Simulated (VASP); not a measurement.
# FeS2 (Pa-3) in VASP: notebook

FeS2 is run at these levels: PBEsol; tasks: single point.

All numbers are computed with VASP 6.6.1; they aren't measurements. Logs are shortened: lines on timing, memory, paths and dates and some standing lists are left out, and cuts for length are marked.

**1. The cell of the first run**

Symmetry: Pa-3, No. 205, cubic system. The conventional cell has a = 5.380 Å, b = 5.380 Å, c = 5.380 Å, α = 90.00°, β = 90.00°, γ = 90.00°. Within 2.9 Å of Fe (site symmetry -3) lie 6 S at 2.20 Å. S (site symmetry 3) has 3 Fe at 2.20 Å and 6 S at 2.85 Å within 2.9 Å.

**2. Single point, PBEsol, collinear spin, ferromagnetic start**

Input file INCAR:

```
SYSTEM = FeS2
  PREC = Accurate
  ENCUT = 600
  EDIFF = 1E-6
  ISMEAR = -1
  SIGMA = 0.1
  LREAL = .False.
  LASPH = .True.
  NELM = 200
  ALGO = Normal
  ISIF = 2
  LWAVE = .False.
  LCHARG = .False.
  ISPIN = 2
  MAGMOM = 4 4 4 4 0 0 0 0 0 0 0 0
  LORBIT = 11
  LMAXMIX = 4
  GGA = PS
  NBANDS = 56
  GGA_COMPAT = .False.
```

Input file KPOINTS:

```
Automatic mesh
0
Gamma
  4 4 4
  0 0 0
```

Input file POSCAR:

```
FeS2
1.0
    5.3800000000      0.0000000000      0.0000000000
    0.0000000000      5.3800000000      0.0000000000
    0.0000000000      0.0000000000      5.3800000000
Fe S
4 8
Direct
    0.0000000000      0.0000000000      0.0000000000
    0.5000000000      0.0000000000      0.5000000000
    0.5000000000      0.5000000000      0.0000000000
    0.0000000000      0.5000000000      0.5000000000
    0.3380000000      0.3380000000      0.3380000000
    0.1620000000      0.6620000000      0.8380000000
    0.8380000000      0.1620000000      0.6620000000
    0.6620000000      0.8380000000      0.1620000000
    0.6620000000      0.6620000000      0.6620000000
    0.8380000000      0.3380000000      0.1620000000
    0.1620000000      0.8380000000      0.3380000000
    0.3380000000      0.1620000000      0.8380000000
```

Potentials or basis: VASP PAW PBE potentials, release 64 (Fe, S).

Launch:

```sh
> cat potpaw_PBE.64/Fe/POTCAR potpaw_PBE.64/S/POTCAR > POTCAR
> mpirun -np 1 vasp_std > vasp.out
```

OUTCAR:

```text
SYSTEM = FeS2
   PREC = Accurate
   ENCUT = 600
   EDIFF = 1E-6
   ISMEAR = -1
   LREAL = .False.
   LASPH = .True.
   NELM = 200
   ISIF = 2
   ISPIN = 2
   LORBIT = 11
   GGA = PS

 ion  position               nearest neighbor table
   1  0.000  0.000  0.000-   6 2.20   7 2.20   8 2.20  10 2.20  11 2.20  12 2.20
   2  0.500  0.000  0.500-   5 2.20   7 2.20   8 2.20   9 2.20  11 2.20  12 2.20
   3  0.500  0.500  0.000-   5 2.20   6 2.20   8 2.20   9 2.20  10 2.20  12 2.20
   4  0.000  0.500  0.500-   5 2.20   6 2.20   7 2.20   9 2.20  10 2.20  11 2.20
   5  0.338  0.338  0.338-   2 2.20   3 2.20   4 2.20
   6  0.162  0.662  0.838-   1 2.20   3 2.20   4 2.20
   7  0.838  0.162  0.662-   1 2.20   2 2.20   4 2.20
   8  0.662  0.838  0.162-   1 2.20   2 2.20   3 2.20
   9  0.662  0.662  0.662-   2 2.20   3 2.20   4 2.20
  10  0.838  0.338  0.162-   1 2.20   3 2.20   4 2.20
  11  0.162  0.838  0.338-   1 2.20   2 2.20   4 2.20
  12  0.338  0.162  0.838-   1 2.20   2 2.20   3 2.20

  LATTYP: Found a simple cubic cell.
 ALAT       =     5.3800000000

  Lattice vectors:

 A1 = (   5.3800000000,   0.0000000000,   0.0000000000)
 A2 = (   0.0000000000,   5.3800000000,   0.0000000000)
 A3 = (   0.0000000000,   0.0000000000,   5.3800000000)

Analysis of symmetry for initial positions (statically):
=====================================================================
 Subroutine PRICEL returns:
 Original cell was already a primitive cell.

 Routine SETGRP: Setting up the symmetry group for a
 simple cubic supercell.

 Subroutine GETGRP returns: Found 24 space group operations
 (whereof  6 operations were pure point group operations)
 out of a pool of 48 trial point group operations.

The static configuration has the point symmetry S_6 .
 The point group associated with its full space group is T_h .

Analysis of symmetry for dynamics (positions and initial velocities):
=====================================================================
 Subroutine PRICEL returns:
 Original cell was already a primitive cell.

 Routine SETGRP: Setting up the symmetry group for a
 simple cubic supercell.

 Subroutine GETGRP returns: Found 24 space group operations
 (whereof  6 operations were pure point group operations)
 out of a pool of 48 trial point group operations.

The dynamic configuration has the point symmetry S_6 .
 The point group associated with its full space group is T_h .

Analysis of structural, dynamic, and magnetic symmetry:
=====================================================================
 Subroutine PRICEL returns:
[... 179 lines left out ...]
      3      -5.4970      1.00000
      4      -5.4970      1.00000
      5      -4.8855      1.00000
      6      -4.8855      1.00000
[... 594 lines left out ...]
     51      11.1996      0.00000
     52      11.1996      0.00000
 Fermi energy:         8.1054756294

 spin component 2

 k-point     1 :       0.0000    0.0000    0.0000
  band No.  band energies     occupation
      1      -8.4539      1.00000
      2      -5.4971      1.00000
      3      -5.4971      1.00000
      4      -5.4971      1.00000
      5      -4.8855      1.00000
      6      -4.8855      1.00000
[... 594 lines left out ...]
     51      11.1995      0.00000
     52      11.1995      0.00000
 [bands above 52 left out]

------------------------ aborting loop because EDIFF is reached ----------------------------------------

  FORCE on cell =-STRESS in cart. coord.  units (eV):
  Direction    XX          YY          ZZ          XY          YZ          ZX
  --------------------------------------------------------------------------------------
  -------------------------------------------------------------------------------------
  Total        3.8081607      3.8081607      3.8081607      0.0000000      0.0000000      0.0000000
  in kB       39.1813159     39.1813159     39.1813159      0.0000000      0.0000000      0.0000000
  external PRESSURE =      39.1813159 kB  Pullay stress =       0.0000000 kB

 VOLUME and BASIS-vectors are now :
 -----------------------------------------------------------------------------
  energy-cutoff  :      600.00
  volume of cell :      155.72
      direct lattice vectors                 reciprocal lattice vectors
     5.380000000  0.000000000  0.000000000     0.185873606  0.000000000  0.000000000
     0.000000000  5.380000000  0.000000000     0.000000000  0.185873606  0.000000000
     0.000000000  0.000000000  5.380000000     0.000000000  0.000000000  0.185873606

 POSITION                                       TOTAL-FORCE (eV/Angst)
 -----------------------------------------------------------------------------------
      0.00000      0.00000      0.00000        -0.000000     -0.000000      0.000000
      2.69000      0.00000      2.69000        -0.000000     -0.000000      0.000000
      2.69000      2.69000      0.00000        -0.000000     -0.000000      0.000000
      0.00000      2.69000      2.69000        -0.000000     -0.000000      0.000000
      1.81844      1.81844      1.81844         0.862195      0.862195      0.862195
      0.87156      3.56156      4.50844        -0.862195     -0.862195      0.862195
      4.50844      0.87156      3.56156         0.862195     -0.862195     -0.862195
      3.56156      4.50844      0.87156        -0.862195      0.862195     -0.862195
      3.56156      3.56156      3.56156        -0.862195     -0.862195     -0.862195
      4.50844      1.81844      0.87156         0.862195      0.862195     -0.862195
      0.87156      4.50844      1.81844        -0.862195      0.862195      0.862195
      1.81844      0.87156      4.50844         0.862195     -0.862195      0.862195
 -----------------------------------------------------------------------------------
    total drift:                                0.000000     -0.000000     -0.000000

  FREE ENERGIE OF THE ION-ELECTRON SYSTEM (eV)
  ---------------------------------------------------
  free  energy   TOTEN  =       -75.0200132846 eV

  energy  without entropy=      -74.8177527507  energy(sigma->0) =      -74.91888302

 total charge

# of ion       s       p       d       tot
------------------------------------------
    1        0.476   0.736   6.526   7.738
    2        0.476   0.736   6.526   7.738
    3        0.476   0.736   6.526   7.738
    4        0.476   0.736   6.526   7.738
    5        1.358   2.261   0.000   3.619
    6        1.358   2.261   0.000   3.619
    7        1.358   2.261   0.000   3.619
    8        1.358   2.261   0.000   3.619
    9        1.358   2.261   0.000   3.619
   10        1.358   2.261   0.000   3.619
   11        1.358   2.261   0.000   3.619
   12        1.358   2.261   0.000   3.619
--------------------------------------------------
tot         12.769  21.035  26.102  59.906

 magnetization (x)

# of ion       s       p       d       tot
------------------------------------------
    1       -0.000  -0.000  -0.000  -0.000
    2       -0.000  -0.000  -0.000  -0.000
    3       -0.000  -0.000  -0.000  -0.000
    4       -0.000  -0.000  -0.000  -0.000
    5       -0.000  -0.000   0.000  -0.000
    6       -0.000  -0.000   0.000  -0.000
    7       -0.000  -0.000   0.000  -0.000
    8       -0.000  -0.000   0.000  -0.000
    9       -0.000  -0.000   0.000  -0.000
   10       -0.000  -0.000   0.000  -0.000
   11       -0.000  -0.000   0.000  -0.000
   12       -0.000  -0.000   0.000  -0.000
--------------------------------------------------
tot         -0.000  -0.000  -0.000  -0.000
```

OSZICAR:

```text
N       E                     dE             d eps       ncg     rms          rms(c)
DAV:   1     0.829637768695E+03    0.82964E+03   -0.37145E+04  2464   0.170E+03
DAV:   2     0.456408748325E+02   -0.78400E+03   -0.74477E+03  2480   0.412E+02
DAV:   3    -0.739080768491E+02   -0.11955E+03   -0.10675E+03  3136   0.163E+02
DAV:   4    -0.828789234926E+02   -0.89708E+01   -0.88527E+01  3160   0.474E+01
DAV:   5    -0.831727956515E+02   -0.29387E+00   -0.29359E+00  3448   0.812E+00    0.494E+01
DAV:   6    -0.129275675527E+03   -0.46103E+02   -0.18606E+02  3384   0.176E+02    0.887E+01
DAV:   7    -0.732474612615E+02    0.56028E+02   -0.86735E+01  3032   0.153E+02    0.184E+01
DAV:   8    -0.751932797128E+02   -0.19458E+01   -0.30425E+01  3840   0.301E+01    0.104E+01
DAV:   9    -0.750325788413E+02    0.16070E+00   -0.23733E+00  3608   0.159E+01    0.452E+00
DAV:  10    -0.750269407479E+02    0.56381E-02   -0.12795E-01  3664   0.312E+00    0.196E+00
DAV:  11    -0.750197185933E+02    0.72222E-02   -0.24638E-02  3464   0.103E+00    0.972E-01
DAV:  12    -0.750201271558E+02   -0.40856E-03   -0.12014E-02  3496   0.121E+00    0.603E-01
DAV:  13    -0.750202505216E+02   -0.12337E-03   -0.10459E-03  3264   0.220E-01    0.398E-01
DAV:  14    -0.750201026815E+02    0.14784E-03   -0.16425E-04  3712   0.125E-01    0.233E-01
DAV:  15    -0.750200129051E+02    0.89776E-04   -0.18188E-04  3760   0.135E-01    0.662E-02
DAV:  16    -0.750200145300E+02   -0.16248E-05   -0.31118E-05  3072   0.263E-02    0.267E-02
DAV:  17    -0.750200131349E+02    0.13951E-05   -0.17905E-06  1968   0.189E-02    0.642E-03
DAV:  18    -0.750200132846E+02   -0.14975E-06   -0.10029E-06  1696   0.630E-03
   1 F= -.75020013E+02 E0= -.74918883E+02  d E =-.202261E+00  mag=     0.0000
```

stdout:

```text
POSCAR found type information on POSCAR FeS
 POSCAR found :  2 types and      12 ions
 scaLAPACK will be used
 -----------------------------------------------------------------------------
|                                                                             |
|                                                                             |
|     You enforced a specific xc type in the INCAR file but a different       |
|     I HOPE YOU KNOW WHAT YOU ARE DOING!                                     |
|                                                                             |
 -----------------------------------------------------------------------------

 LDA part: xc-table for (Slater+PW92), standard interpolation
 POSCAR, INCAR and KPOINTS ok, starting setup
 FFT: planning ... GRIDC
 FFT: planning ... GRID_SOFT
 FFT: planning ... GRID
 WAVECAR not read
 entering main loop
```

Wall time 2.5 min (1 thread of Intel Xeon 6975P-C (Granite Rapids), shared host); peak memory 0.48 GiB.

Results:

```
Free energy                                           : -75.0200 eV
Pressure                                              : 3.9 GPa
Largest force                                         : 1.493 eV/Å
Band gap on the k mesh                                : zero (filled and empty bands overlap)
Net moment                                            : 0.00 μB per cell
Valence electrons inside the program's atomic spheres : Fe 7.74; S 3.62
```

Forces in eV/Å, atoms in the order of the input:
```
Fe   0.000  0.000  0.000
Fe   0.000  0.000  0.000
Fe   0.000  0.000  0.000
Fe   0.000  0.000  0.000
S    0.862  0.862  0.862
S   -0.862 -0.862  0.862
S    0.862 -0.862 -0.862
S   -0.862  0.862 -0.862
S   -0.862 -0.862 -0.862
S    0.862  0.862 -0.862
S   -0.862  0.862  0.862
S    0.862 -0.862  0.862
```

Caveat: the cell stands under pressure; the moments typed at the start vanished in this run; the PAW data sets were made with another functional, which shifts forces and pressure a little.

**3. Single point, PBEsol, collinear spin, ferromagnetic start**

Input file INCAR:

```
ALGO = Normal ; EDIFF = 1E-6
ENCUT = 600 ; GGA = PS
GGA_COMPAT = F ; ISIF = 2
ISMEAR = -1 ; ISPIN = 2
LASPH = T ; LCHARG = F
LMAXMIX = 4 ; LORBIT = 11
LREAL = F ; LWAVE = F
MAGMOM = 4 4 4 4 0 0 0 0 0 0 0 0 ; NBANDS = 56
NELM = 200 ; PREC = Accurate
SIGMA = 0.1
```

Input file KPOINTS:

```
k-points
0
Gamma
  4 4 4
```

POSCAR is that of step 2.

Potentials or basis: VASP PAW PBE potentials, release 64 (Fe, S).

Launch:

```sh
> cat potpaw_PBE.64/Fe/POTCAR potpaw_PBE.64/S/POTCAR > POTCAR
> mpirun -np 1 vasp_std > vasp.out
```

Run time: 2.4 min. Hardware: 1 thread of Intel Xeon 6975P-C (Granite Rapids), shared host; peak memory 0.49 GiB.

The run converged. Its results:

```yaml
Free_energy: -75.0200 eV
Pressure: 3.9 GPa
Largest_force: 1.493 eV/Å
Band_gap_on_the_k_mesh: zero (filled and empty bands overlap)
Net_moment: 0.00 μB per cell
Valence_electrons_inside_the_program's_atomic_spheres: Fe 7.74; S 3.62
```

Forces on the atoms (eV/Å):
```
Fe   0.000  0.000  0.000
Fe   0.000  0.000  0.000
Fe   0.000  0.000  0.000
Fe   0.000  0.000  0.000
S    0.862  0.862  0.862
S   -0.862 -0.862  0.862
S    0.862 -0.862 -0.862
S   -0.862  0.862 -0.862
S   -0.862 -0.862 -0.862
S    0.862  0.862 -0.862
S   -0.862  0.862  0.862
S    0.862 -0.862  0.862
```

Levels at points of the mesh, in eV from the Fermi level:
Spin up:
```
           k point  band 36  band 37  band 38  band 39  band 40  band 41  band 42  band 43  band 44  band 45
(0.00, 0.00, 0.00)    -0.89    -0.89    -0.08     0.19     0.19     0.19     0.48     0.48     0.48     1.04
(0.50, 0.00, 0.00)    -0.78    -0.45    -0.45    -0.29    -0.29     0.45     0.45     0.52     0.52     1.36
(0.50, 0.50, 0.00)    -0.92    -0.52    -0.52    -0.52    -0.52     0.28     0.28     0.28     0.28     2.24
(0.50, 0.50, 0.50)    -1.85    -1.01    -1.01    -1.01    -1.01     1.00     1.00     1.00     1.00     1.16
```
Spin down:
```
           k point  band 38  band 39  band 40  band 41  band 42  band 43
(0.00, 0.00, 0.00)    -0.08     0.19     0.19     0.19     0.48     0.48
(0.50, 0.00, 0.00)    -0.45    -0.29    -0.29     0.45     0.45     0.52
(0.50, 0.50, 0.00)    -0.52    -0.52    -0.52     0.28     0.28     0.28
(0.50, 0.50, 0.50)    -1.01    -1.01    -1.01     1.00     1.00     1.00
```

Caveat: the cell stands under pressure; the moments typed at the start vanished in this run; the PAW data sets were made with another functional, which shifts forces and pressure a little. With open d or f shells a metallic result of PBEsol can be an artefact of self-interaction; +U or a hybrid may open a gap.

**4. Single point, PBEsol, collinear spin, ferromagnetic start**

Input file INCAR:

```
PREC = Accurate
ENCUT = 600
EDIFF = 1E-6
ISMEAR = -1
SIGMA = 0.15
LREAL = F
LASPH = T
NELM = 200
ALGO = Normal
ISIF = 2
LWAVE = F
LCHARG = T
ISPIN = 2
MAGMOM = 4 4 4 4 0 0 0 0 0 0 0 0
LORBIT = 11
LMAXMIX = 4
GGA = PS
LELF = T
LVHAR = T
NBANDS = 56
GGA_COMPAT = F
```

Input file KPOINTS:

```
Automatic mesh
0
Gamma
  4 4 4
```

POSCAR is that of step 3.

Launch:

```sh
> cat potpaw_PBE.64/Fe/POTCAR potpaw_PBE.64/S/POTCAR > POTCAR
> mpirun -np 1 vasp_std > vasp.out
```

Run time: 7.3 min. Hardware: 1 thread of Oxide Virtual Turin-like, shared host; peak memory 0.45 GiB.

Results (log left out):

```
Free energy                                           : -75.1576 eV
Pressure                                              : 4.2 GPa
Largest force                                         : 1.453 eV/Å
Band gap on the k mesh                                : zero (filled and empty bands overlap)
Net moment                                            : 0.00 μB per cell
Valence electrons inside the program's atomic spheres : Fe 7.74; S 3.62
```

Forces in eV/Å, atoms in the order of the input:
```
Fe   0.000  0.000  0.000
Fe   0.000  0.000  0.000
Fe   0.000  0.000  0.000
Fe   0.000  0.000  0.000
S    0.839  0.839  0.839
S   -0.839 -0.839  0.839
S    0.839 -0.839 -0.839
S   -0.839  0.839 -0.839
S   -0.839 -0.839 -0.839
S    0.839  0.839 -0.839
S   -0.839  0.839  0.839
S    0.839 -0.839  0.839
```

Levels at points of the mesh, in eV from the Fermi level:
Spin up:
| k point | band 38 | band 39 | band 40 | band 41 | band 42 | band 43 |
| --- | --- | --- | --- | --- | --- | --- |
| (0.00, 0.00, 0.00) | -0.09 | 0.18 | 0.18 | 0.18 | 0.48 | 0.48 |
| (0.50, 0.00, 0.00) | -0.46 | -0.30 | -0.30 | 0.44 | 0.44 | 0.51 |
| (0.50, 0.50, 0.00) | -0.53 | -0.53 | -0.53 | 0.27 | 0.27 | 0.27 |
| (0.50, 0.50, 0.50) | -1.03 | -1.03 | -1.03 | 0.99 | 0.99 | 0.99 |
Spin down:
```csv
k point,band 36,band 37,band 38,band 39,band 40,band 41,band 42,band 43,band 44,band 45
"(0.00, 0.00, 0.00)",-0.90,-0.90,-0.09,0.18,0.18,0.18,0.48,0.48,0.48,1.03
"(0.50, 0.00, 0.00)",-0.79,-0.46,-0.46,-0.30,-0.30,0.44,0.44,0.51,0.51,1.36
"(0.50, 0.50, 0.00)",-0.93,-0.53,-0.53,-0.53,-0.53,0.27,0.27,0.27,0.27,2.23
"(0.50, 0.50, 0.50)",-1.86,-1.03,-1.03,-1.03,-1.03,0.99,0.99,0.99,0.99,1.15
```

Caveat: the cell stands under pressure; the moments typed at the start vanished in this run; the PAW data sets were made with another functional, which shifts forces and pressure a little.
